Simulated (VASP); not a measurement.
Here is a VASP 6.6.1 calculation.

The input INCAR:

```
PREC = Accurate ; ENCUT = 520
EDIFF = 1E-8 ; ISMEAR = -1
SIGMA = 0.01 ; LREAL = F
LASPH = T ; NELM = 60
ALGO = Normal ; ISIF = 2
LWAVE = F ; LCHARG = F
GGA = PS ; LEFG = T
NBANDS = 17
```

KPOINTS

```
Automatic mesh
0
Gamma
  7 7 7
```

File POSCAR:

```
SnSe
1.0
    0.0000000000      2.9897980490      2.9897980490
    2.9897980490      0.0000000000      2.9897980490
    2.9897980490      2.9897980490      0.0000000000
Sn Se
1 1
Direct
    0.0000000000      0.0000000000      0.0000000000
    0.5000000000      0.5000000000      0.5000000000
```

Potentials or basis: VASP PAW PBE potentials, release 64 (Sn_d, Se).

The run is started by

```console
$ cat potpaw_PBE.64/Sn_d/POTCAR potpaw_PBE.64/Se/POTCAR > POTCAR
$ mpirun -np 1 vasp_std > vasp.out
```

Task: Estimate the pressure.

Result: -0.9 GPa.

Caveat: without QUAD_EFG the Cq values of the log hold for a quadrupole moment of 1 mb, not for the nuclei; the PAW data sets were made with another functional, which shifts forces and pressure a little.
